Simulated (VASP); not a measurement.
Set up this calculation in VASP 6.6.1, as the native input.

```yaml
Task: single point
Functional: PBEsol
Potentials_or_basis: VASP PAW PBE potentials, release 64 (S, Sn_d)
Cutoff: 400 eV
k_mesh: 7 × 3 × 1
Occupations: gaussian, width 0.05 eV
Spin: no spin polarisation
Dipole_correction: yes
Further_INCAR_settings: ALGO = Normal; EDIFF = 1e-06; NBANDS = 93; NELMDL = -8
```

The structure of SnS2 lies in POSCAR:

```
SnS2
1.0
    3.6513143003      0.0000000000      0.0000000000
    0.0000000000      8.7582410527      0.0000000000
    0.0000000000      0.0000000000     26.6078113952
S Sn
12 6
Direct
    0.0000000000      0.4457558562      0.2842653772
    0.0000000000      0.0547976376      0.2930147515
    0.5000000000      0.7216508182      0.3636925570
    0.5000000000      0.3162538407      0.3950088940
    0.0000000000      0.9851822442      0.4460995540
    0.0000000000      0.5797060775      0.4716728898
    0.5000000000      0.2452581692      0.5283278339
    0.5000000000      0.8397816205      0.5539013876
    0.0000000000      0.5087116536      0.6049914781
    0.0000000000      0.1033137114      0.6363074658
    0.5000000000      0.7701619506      0.7069873891
    0.5000000000      0.3792040990      0.7157338263
    0.5000000000      0.2390834726      0.3047751063
    0.0000000000      0.5201479544      0.3770226059
    0.5000000000      0.7824246414      0.4587151393
    0.0000000000      0.0425367354      0.5412831737
    0.5000000000      0.3048152595      0.6229756219
    0.0000000000      0.5858768399      0.6952249487
```

These files were run (other wordings do the same):

INCAR

```
PREC = Accurate ; ENCUT = 400
EDIFF = 1E-6 ; ISMEAR = 0
SIGMA = 0.05 ; LREAL = False
LASPH = True ; NELM = 120
ALGO = Normal ; ISIF = 2
LWAVE = False ; LCHARG = True
LDIPOL = True ; IDIPOL = 3
DIPOL = 0.5 0.5 0.500 ; GGA = PS
LELF = True ; LVHAR = True
LVACPOTAV = True ; NBANDS = 93
GGA_COMPAT = False ; NELMDL = -8
```

KPOINTS

```
regular mesh
0
Gamma
  7 3 1
```

Potentials or basis: VASP PAW PBE potentials, release 64 (S, Sn_d).

Launch:

```sh
$ cat potpaw_PBE.64/S/POTCAR potpaw_PBE.64/Sn_d/POTCAR > POTCAR
$ mpirun -np 1 vasp_std > vasp.out
```

It gave:

- Largest force: 0.016 eV/Å
- Band gap on the k mesh: 1.39 eV (least direct gap 1.44 eV)

Caveat: the PAW data sets were made with another functional, which shifts forces and pressure a little; spin-orbit coupling is left out, which moves the levels of the heavy elements.

Wall time 9.9 min on 1 thread of AMD EPYC 9R45 96-Core Processor (Zen 5), on a shared host, peak memory 0.7 GiB.
